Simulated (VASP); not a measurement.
**ZnReH: relaxation of cell and atoms with PBE**

The system is ZnReH.

```
Zn Re H
1.0
     2.42240    0.00000    0.00000
     0.00000    2.42240    0.00000
     0.00000    0.00000    4.84815
Zn Re H
1 1 1
Cartesian
  0.0000 0.0000 0.0000
  1.2112 1.2112 2.4241
  0.0000 0.0000 2.4241
```

The cell was generated, and may not be a known phase.

```yaml
Program: VASP 6.6.1
Task: relaxation of cell and atoms
Functional: PBE
Potentials_or_basis: VASP PAW PBE potentials, release 64 (Zn, Re, H)
Cutoff: 600 eV
k_mesh: 8 × 8 × 4
Occupations: gaussian, width 0.1 eV
Spin: no spin polarisation
Dipole_correction: no
Further_INCAR_settings: ALGO = Normal; EDIFF = 1e-06; IBRION = 2; EDIFFG = -0.04; NSW = 90; ISIF = 3
```

The relaxed volume is 10.82 Å³/atom and the relaxed cell is a = 2.753 Å, b = 2.753 Å, c = 4.284 Å, α = 90.00°, β = 90.00°, γ = 90.00°. The space group after relaxing (to 0.1 Å) is P4/mmm (No. 123) and the energy gained by relaxing is 709.7 meV/atom. The ionic steps are 12, the pressure after relaxing is -0.1 GPa and the band gap on the k mesh is zero (bands 10 and 11 overlap by 3.27 eV).

Stress tensor (GPa, compression positive):
```
-0.01  0.00  0.00
 0.00 -0.01  0.00
 0.00  0.00 -0.22
```

The path:
```tsv
step	energy change (eV)	largest force (eV/Å)	pressure (GPa)	volume (Å³)
1	0.0000	0.0000	69.75	28.45
2	0.0502	0.0000	-30.77	48.02
3	-1.8397	0.0000	-9.36	36.29
4	-1.8480	0.0000	-7.19	35.85
5	-1.8490	0.0000	-6.10	35.64
6	-2.0476	0.0000	-3.92	34.02
7	-2.1204	0.0000	-0.91	32.85
8	-2.0234	0.0000	10.34	30.41
9	-2.1283	0.0000	1.15	32.26
10	-2.1284	0.0000	0.96	32.33
11	-2.1284	0.0000	-1.07	32.62
12	-2.1290	0.0000	-0.08	32.47
```

Final structure:
```
Zn Re H
1.0
     2.75317    0.00000    0.00000
     0.00000    2.75317    0.00000
     0.00000    0.00000    4.28364
Zn Re H
1 1 1
Direct
  0.00000 0.00000 0.00000
  0.50000 0.50000 0.50000
  0.00000 0.00000 0.50000
```

Levels at points of the mesh, in eV from the Fermi level:
```
           k point  band 6  band 7  band 8  band 9  band 10  band 11  band 12  band 13  band 14
(0.00, 0.00, 0.00)   -7.05   -5.67   -4.34   -1.39     0.88     0.88     2.13     4.67     9.62
(0.50, 0.00, 0.00)   -5.91   -5.82   -4.44   -3.42    -1.07     0.63     1.24     4.50     6.38
(0.50, 0.50, 0.00)   -6.59   -1.97   -1.97   -0.58     0.29     0.29     4.42     4.93     5.22
(0.00, 0.00, 0.50)   -7.24   -7.04   -4.42   -2.42     0.43     0.43     2.12     9.74     9.75
(0.50, 0.00, 0.50)   -6.52   -5.32   -4.53   -2.33    -0.91    -0.29     1.24     3.33     5.93
(0.50, 0.50, 0.50)   -6.81   -3.73   -3.73    0.22     1.95     4.43     4.52     4.52     5.66
```

It took 6.3 min on 1 thread of AMD EPYC 7R13 (shared host), peak memory 0.15 GiB.

Caveat: spin-orbit coupling is left out, which moves the levels of the heavy elements.
